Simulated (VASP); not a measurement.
# Rb3CuAu (P3m1) in VASP: further runs

The runs below take Rb3CuAu through relaxation of cell and atoms, single point, with PBE.

All numbers are computed with VASP 6.6.1; they aren't measurements. Logs are shortened: lines on timing, memory, paths and dates and some standing lists are left out, and cuts for length are marked.

## 1. The cell of the first run

The structure is trigonal, space group P3m1 (No. 156). Conventional cell: a = 4.529 Å, b = 4.529 Å, c = 14.237 Å, α = 90.00°, β = 90.00°, γ = 120.00°. Rb (site symmetry 3m) has 1 Au at 3.17 Å and 3 Cu at 3.96 Å within 4.2 Å. Rb (site symmetry 3m) has 3 Au at 3.45 Å and 3 Cu at 3.59 Å and 6 Rb at 4.53 Å within 4.6 Å. Within 3.6 Å of Cu (site symmetry 3m) lie 3 Au at 2.62 Å and 3 Rb at 3.59 Å. Within 3.5 Å of Au (site symmetry 3m) lie 3 Cu at 2.62 Å and 4 Rb at 3.17 to 3.45 Å.

The cell was generated, and may not be a known phase.

## 2. Relaxation of cell and atoms, PBE

The input, INCAR:

```
SYSTEM = Rb3CuAu
PREC     = Accurate       ! precision mode
ENCUT    = 600            ! plane-wave cutoff, eV
EDIFF    = 1E-6           ! SCF threshold, eV
ISMEAR   = 0              ! smearing method
SIGMA    = 0.1            ! smearing width, eV
LREAL    = .FALSE.        ! projectors in reciprocal space
LASPH    = .TRUE.         ! aspherical terms in the spheres
NELM     = 80             ! most SCF steps
ALGO     = Fast           ! electronic algorithm
ISIF     = 3              ! what is computed and relaxed
LWAVE    = .FALSE.        ! write WAVECAR
LCHARG   = .FALSE.        ! write CHGCAR
GGA      = PE             ! functional
IBRION   = 2              ! ionic algorithm
NSW      = 90             ! ionic steps
EDIFFG   = -0.04          ! ionic threshold
```

The input, KPOINTS:

```
Automatic mesh
0
G
  6 6 2
  0 0 0
```

The input, POSCAR:

```
Rb3CuAu
1.0
    4.5293180958      0.0000000000      0.0000000000
   -2.2646590479      3.9225045328      0.0000000000
    0.0000000000      0.0000000000     14.2368603276
Rb Cu Au
3 1 1
Direct
    0.3333333333      0.6666666667      0.1254362669
    0.0000000000      0.0000000000      0.4342459192
    0.6666666667      0.3333333333      0.7447214883
    0.0000000000      0.0000000000      0.9170083641
    0.3333333333      0.6666666667      0.9029900615
```

Potentials or basis: VASP PAW PBE potentials, release 64 (Rb_sv, Cu, Au).

The run is started by

```
$ cat potpaw_PBE.64/Rb_sv/POTCAR potpaw_PBE.64/Cu/POTCAR potpaw_PBE.64/Au/POTCAR > POTCAR
$ mpirun -np 1 vasp_std > vasp.out
```

OUTCAR:

```text
SYSTEM = Rb3CuAu
   PREC = Accurate
   ENCUT = 600
   EDIFF = 1E-6
   ISMEAR = 0
   LREAL = .FALSE.
   LASPH = .TRUE.
   NELM = 80
   ISIF = 3
   GGA = PE
   IBRION = 2
   NSW = 90
   EDIFFG = -0.04

 ion  position               nearest neighbor table
   1  0.333  0.667  0.125-   5 3.17   4 3.96   4 3.96   4 3.96   2 5.12   2 5.12   2 5.12
   2  0.000  0.000  0.434-   1 5.12   1 5.12   1 5.12   3 5.14   3 5.14   3 5.14
   3  0.667  0.333  0.745-   5 3.45   5 3.45   5 3.45   4 3.59   4 3.59   4 3.59   2 5.14   2 5.14
                             2 5.14
   4  0.000  0.000  0.917-   5 2.62   5 2.62   5 2.62   3 3.59   3 3.59   3 3.59   1 3.96   1 3.96
                             1 3.96
   5  0.333  0.667  0.903-   4 2.62   4 2.62   4 2.62   1 3.17   3 3.45   3 3.45   3 3.45

  LATTYP: Found a hexagonal cell.
 ALAT       =     4.5293180958
 C/A-ratio  =     3.1432679327

  Lattice vectors:

 A1 = (   4.5293180958,   0.0000000000,   0.0000000000)
 A2 = (  -2.2646590479,   3.9225045328,   0.0000000000)
 A3 = (   0.0000000000,   0.0000000000,  14.2368603276)

Analysis of symmetry for initial positions (statically):
=====================================================================
 Subroutine PRICEL returns:
 Original cell was already a primitive cell.

 Routine SETGRP: Setting up the symmetry group for a
 hexagonal supercell.

 Subroutine GETGRP returns: Found  6 space group operations
 (whereof  6 operations were pure point group operations)
 out of a pool of 24 trial point group operations.

The static configuration has the point symmetry C_3v.

Analysis of symmetry for dynamics (positions and initial velocities):
=====================================================================
 Subroutine PRICEL returns:
 Original cell was already a primitive cell.

 Routine SETGRP: Setting up the symmetry group for a
 hexagonal supercell.

 Subroutine GETGRP returns: Found  6 space group operations
 (whereof  6 operations were pure point group operations)
 out of a pool of 24 trial point group operations.

The dynamic configuration has the point symmetry C_3v.

 Subroutine INISYM returns: Found  6 space group operations
 (whereof  6 operations are pure point group operations),
 and found     1 'primitive' translations

----------------------------------------------------------------------------------------

[... 89 lines left out ...]
   EDIFFG = -.4E-01   stopping-criterion for IOM
   NSW    =     90    number of steps for IOM
   IBRION =      2    ionic relax: 0-MD 1-quasi-New 2-CG
   NFREE  =      1    steps in history (QN), initial steepest desc. (CG)
   ISIF   =      3    stress and relaxation
   ISYM   =      2    0-nonsym 1-usesym 2-fastsym
   POTIM  = 0.5000    time-step for ionic-motion
   TEBEG  =    0.0;   TEEND  =   0.0 temperature during run
   PSTRESS=    0.0 pullay stress
   NELECT =      49.0000    total number of electrons
   NUPDOWN=      -1.0000    fix difference up-down
   EMIN   =  10.00;   EMAX   =-10.00  energy-range for DOS
   EFERMI =   0.00;   METHOD = LEGACY
   ISMEAR =     0;   SIGMA  =   0.10  broadening in eV -4-tet -1-fermi 0-gaus
   EFERMI_NEDOS =   21; number of points for ismear=-14 and -15
   IALGO  =     68    algorithm
   IMIX   =      4    mixing-type and parameters
     AMIX     =   0.40;   BMIX     =  1.00
     AMIX_MAG =   1.60;   BMIX_MAG =  1.00
  volume/ion in A,a.u.               =      50.59       341.38
  Fermi-wavevector in a.u.,A,eV,Ry     =   0.947262  1.790065 12.208575  0.897305
  Thomas-Fermi vector in A             =   2.075338
   LORBIT       =      0    0 simple, 1 ext, 2 COOP (PROOUT), +10 PAW based schemes
   GGA     = PE    functional components
   LHFCALC =     F    Hartree Fock is set to
   AEXX    =    0.0000 exact exchange contribution
   IVDW    =     0    specifies the selected vdW correction
   LEPSILON=     F    determine dielectric tensor
   LRPA    =     F    only Hartree local field effects (RPA)
 conjugate gradient relaxation of ions
 non-spin polarized calculation
 RMM-DIIS sequential band-by-band and
 Gauss-broadening in eV      SIGMA  =   0.10
  energy-cutoff  :      600.00
  volume of cell :      252.94
 maximum number of plane-waves:      8481
   NGX = 19   NGY = 19   NGZ = 57

--------------------------------------- Ionic step        1  -------------------------------------------

 number of electron      49.0000008 magnetization

 Free energy of the ion-electron system (eV)
  ---------------------------------------------------
  ext. energy  EPLUGINS =         0.00000000
  ---------------------------------------------------
  free energy    TOTEN  =        -9.43288128 eV

  energy without entropy =       -9.41809866  energy(sigma->0) =       -9.42548997

------------------------ aborting loop because EDIFF is reached ----------------------------------------

  FORCE on cell =-STRESS in cart. coord.  units (eV):
  Direction    XX          YY          ZZ          XY          YZ          ZX
  --------------------------------------------------------------------------------------
  -------------------------------------------------------------------------------------
  Total       -0.0506347     -0.0506347      0.4403874     -0.0000000      0.0000000      0.0000000
  in kB       -0.3207367     -0.3207367      2.7895555     -0.0000000      0.0000000      0.0000000
  external PRESSURE =       0.7160274 kB  Pullay stress =       0.0000000 kB
[... 98 lines left out ...]
  FREE ENERGIE OF THE ION-ELECTRON SYSTEM (eV)
  ---------------------------------------------------
  free  energy   TOTEN  =        -9.4359319056 eV

  energy  without entropy=       -9.4217242759  energy(sigma->0) =       -9.42882809

[... ionic steps 4 to 7 ...]

--------------------------------------- Ionic step        8  -------------------------------------------

 number of electron      49.0000006 magnetization

------------------------ aborting loop because EDIFF is reached ----------------------------------------
[... 73 lines left out ...]
--------------------------------------- Ionic step       10  -------------------------------------------

 number of electron      49.0000010 magnetization

 Free energy of the ion-electron system (eV)
  ---------------------------------------------------
  ext. energy  EPLUGINS =         0.00000000
  ---------------------------------------------------
  free energy    TOTEN  =        -9.43872771 eV

  energy without entropy =       -9.42595187  energy(sigma->0) =       -9.43233979

 E-fermi :   1.1456     XC(G=0):  -6.6959

 val. band max:        1.0761081469   @ k =   0.3333   0.0000   0.0000
 cond. band min:       1.1542833430   @ k =   0.1667   0.1667   0.5000
 fundamental gap:      0.0781751962
 Fermi energy:         1.1456168047

 k-point     1 :       0.0000    0.0000    0.0000
  band No.  band energies     occupation
      1     -27.9740      2.00000
      2     -27.4561      2.00000
      3     -26.8263      2.00000
      4     -12.0543      2.00000
      5     -11.9806      2.00000
      6     -11.9806      2.00000
[... 469 lines left out ...]
  FREE ENERGIE OF THE ION-ELECTRON SYSTEM (eV)
  ---------------------------------------------------
  free  energy   TOTEN  =        -9.4387277061 eV

  energy  without entropy=       -9.4259518705  energy(sigma->0) =       -9.43233979

 reached required accuracy - stopping structural energy minimisation
```

Run time: 21 min. Hardware: 1 thread of AMD EPYC 9R45 (Zen 5), shared host; peak memory 0.49 GiB.

What came out:

```
Free energy                           : -9.4387 eV
Relaxed volume                        : 51.31 Å³/atom
Relaxed cell                          : a = 4.515 Å, b = 4.515 Å, c = 14.533 Å, α = 90.00°, β = 90.00°, γ = 120.00°
Space group after relaxing (to 0.1 Å) : P3m1 (No. 156)
Energy gained by relaxing             : 1.2 meV/atom
Ionic steps                           : 10
Pressure after relaxing               : 0.0 GPa
Largest force after relaxing          : 0.024 eV/Å
Band gap on the k mesh                : zero (an odd number of electrons rules out a gap without spin polarisation)
```

Forces in eV/Å, atoms in the order of the input:
```
Rb   0.000  0.000  0.000
Rb   0.000  0.000 -0.001
Rb   0.000  0.000  0.009
Cu   0.000  0.000  0.016
Au   0.000  0.000 -0.024
```

Step by step:
```
step  energy change (eV)  largest force (eV/Å)  pressure (GPa)  volume (Å³)
   1              0.0000                0.0443            0.07       252.94
   2             -0.0018                0.0438            0.03       253.76
   3             -0.0031                0.0526            0.00       254.78
   4             -0.0029                0.0954           -0.06       256.82
   5             -0.0034                0.0645           -0.01       255.72
   6             -0.0041                0.0675           -0.02       255.86
   7             -0.0054                0.0515            0.01       256.26
   8             -0.0055                0.0650            0.08       257.05
   9             -0.0058                0.0482            0.07       256.87
  10             -0.0058                0.0237            0.02       256.56
```

Final structure:
```
CELL_PARAMETERS angstrom
4.51504 0.00000 0.00000
-2.25752 3.91014 0.00000
0.00000 0.00000 14.53258
ATOMIC_POSITIONS crystal
Rb 0.33333 0.66667 0.12344
Rb 0.00000 0.00000 0.43418
Rb 0.66667 0.33333 0.74701
Cu 0.00000 0.00000 0.91576
Au 0.33333 0.66667 0.90402
```

Levels at points of the mesh, in eV from the Fermi level:
| k point | band 22 | band 23 | band 24 | band 25 | band 26 | band 27 |
| --- | --- | --- | --- | --- | --- | --- |
| (0.00, 0.00, 0.00) | -1.83 | -1.78 | -1.78 | -1.36 | 0.27 | 0.55 |
| (0.50, 0.00, 0.00) | -1.56 | -1.54 | -0.94 | 0.34 | 0.69 | 0.95 |
| (0.00, 0.00, 0.50) | -1.89 | -1.78 | -1.78 | -0.85 | -0.54 | 1.44 |
| (0.50, 0.00, 0.50) | -1.57 | -1.54 | -0.94 | 0.34 | 0.68 | 0.97 |

Caveat: spin-orbit coupling is left out, which moves the levels of the heavy elements.

## 3. Single point, PBE

This run uses another cell than the first one, of 51.30 Å³/atom.

The input, INCAR:

```
  PREC = Accurate
  ENCUT = 520
  EDIFF = 1E-6
  ISMEAR = 0
  SIGMA = 0.1
  LREAL = False
  LASPH = True
  NELM = 60
  ALGO = Fast
  ISIF = 2
  LWAVE = False
  LCHARG = False
  GGA = PE
  NBANDS = 32
```

The input, KPOINTS:

```
regular mesh
0
Gamma
  12 12 4
```

The input, POSCAR:

```
Rb3CuAu
1.0
    4.5416178729      0.0000000000      0.0000000000
   -2.2708089365      3.9331564522      0.0000000000
    0.0000000000      0.0000000000     14.3587580096
Rb Cu Au
3 1 1
Direct
    0.3333333333      0.6666666667      0.1254463486
    0.0000000000      0.0000000000      0.4319464300
    0.6666666667      0.3333333333      0.7476293533
    0.0000000000      0.0000000000      0.9158110033
    0.3333333333      0.6666666667      0.9035689647
```

Potentials or basis: VASP PAW PBE potentials, release 64 (Rb_sv, Cu, Au).

The run is started by

```
$ cat potpaw_PBE.64/Rb_sv/POTCAR potpaw_PBE.64/Cu/POTCAR potpaw_PBE.64/Au/POTCAR > POTCAR
$ mpirun -np 1 vasp_std > vasp.out
```

OUTCAR:

```text
PREC = Accurate
   ENCUT = 520
   EDIFF = 1E-6
   ISMEAR = 0
   LREAL = False
   LASPH = True
   NELM = 60
   ISIF = 2
   GGA = PE

 ion  position               nearest neighbor table
   1  0.333  0.667  0.125-   5 3.19   4 3.99   4 3.99   4 3.99   2 5.12   2 5.12   2 5.12
   2  0.000  0.000  0.432-   1 5.12   1 5.12   1 5.12   3 5.24   3 5.24   3 5.24
   3  0.667  0.333  0.748-   5 3.45   5 3.45   5 3.45   4 3.56   4 3.56   4 3.56   2 5.24   2 5.24
                             2 5.24
   4  0.000  0.000  0.916-   5 2.63   5 2.63   5 2.63   3 3.56   3 3.56   3 3.56   1 3.99   1 3.99
                             1 3.99
[... 1048 lines left out ...]
  -------------------------------------------------------------------------------------
  Total        0.0173060      0.0173060      0.0219395     -0.0000000      0.0000000     -0.0000000
  in kB        0.1081031      0.1081031      0.1370469     -0.0000000      0.0000000     -0.0000000
  external PRESSURE =       0.1177510 kB  Pullay stress =       0.0000000 kB

 VOLUME and BASIS-vectors are now :
 -----------------------------------------------------------------------------
  energy-cutoff  :      520.00
  volume of cell :      256.49
      direct lattice vectors                 reciprocal lattice vectors
     4.541617873  0.000000000  0.000000000     0.220185852  0.127124361  0.000000000
    -2.270808936  3.933156452  0.000000000     0.000000000  0.254248722  0.000000000
     0.000000000  0.000000000 14.358758010     0.000000000  0.000000000  0.069643906

 POSITION                                       TOTAL-FORCE (eV/Angst)
 -----------------------------------------------------------------------------------
     -0.00000      2.62210      1.80125        -0.000000      0.000000      0.000950
      0.00000      0.00000      6.20221         0.000000     -0.000000     -0.003184
      2.27081      1.31105     10.73503        -0.000000     -0.000000      0.004245
      0.00000      0.00000     13.14991         0.000000     -0.000000      0.006773
     -0.00000      2.62210     12.97413        -0.000000     -0.000000     -0.008785
 -----------------------------------------------------------------------------------
    total drift:                               -0.000000     -0.000000      0.014130

  FREE ENERGIE OF THE ION-ELECTRON SYSTEM (eV)
  ---------------------------------------------------
  free  energy   TOTEN  =        -9.4325556877 eV

  energy  without entropy=       -9.4223563346  energy(sigma->0) =       -9.42745601
```

stdout:

```text
POSCAR found type information on POSCAR RbCuAu
 POSCAR found :  3 types and       5 ions
 scaLAPACK will be used
 LDA part: xc-table for (Slater+PW92), standard interpolation
 POSCAR, INCAR and KPOINTS ok, starting setup
 FFT: planning ... GRIDC
 FFT: planning ... GRID_SOFT
 FFT: planning ... GRID
 WAVECAR not read
 entering main loop
WARNING in EDDRMM: call to ZHEGV failed, returncode =   8  4     16
WARNING in EDDRMM: call to ZHEGV failed, returncode =   8  4     22
WARNING in EDDRMM: call to ZHEGV failed, returncode =   6  3     16
WARNING in EDDRMM: call to ZHEGV failed, returncode =   6  3     21
WARNING in EDDRMM: call to ZHEGV failed, returncode =   8  4     17
WARNING in EDDRMM: call to ZHEGV failed, returncode =   6  3     21
WARNING in EDDRMM: call to ZHEGV failed, returncode =   6  3     24
WARNING in EDDRMM: call to ZHEGV failed, returncode =   6  3     19
WARNING in EDDRMM: call to ZHEGV failed, returncode =   6  3     24
WARNING in EDDRMM: call to ZHEGV failed, returncode =   6  3     28
WARNING in EDDRMM: call to ZHEGV failed, returncode =   6  3     29
WARNING in EDDRMM: call to ZHEGV failed, returncode =   6  3     18
WARNING in EDDRMM: call to ZHEGV failed, returncode =   6  3     25
WARNING in EDDRMM: call to ZHEGV failed, returncode =   6  3     32
WARNING in EDDRMM: call to ZHEGV failed, returncode =   6  3     29
WARNING in EDDRMM: call to ZHEGV failed, returncode =   8  4     31
WARNING in EDDRMM: call to ZHEGV failed, returncode =   8  4     30
WARNING in EDDRMM: call to ZHEGV failed, returncode =   8  4     31
WARNING in EDDRMM: call to ZHEGV failed, returncode =   8  4     31
WARNING in EDDRMM: call to ZHEGV failed, returncode =   8  4     28
```

Run time: 22 min. Hardware: 1 thread of AMD EPYC 9R45 (Zen 5), shared host; peak memory 0.75 GiB.

What came out:

```
Free energy            : -9.4326 eV
Pressure               : 0.0 GPa
Largest force          : 0.009 eV/Å
Band gap on the k mesh : zero (an odd number of electrons rules out a gap without spin polarisation)
```

Forces in eV/Å, atoms in the order of the input:
```
Rb   0.000  0.000  0.001
Rb   0.000  0.000 -0.003
Rb   0.000  0.000  0.004
Cu   0.000  0.000  0.007
Au   0.000  0.000 -0.009
```

Caveat: spin-orbit coupling is left out, which moves the levels of the heavy elements.

The gap in the log of VASP goes by the Fermi energy; the results here count the filled bands.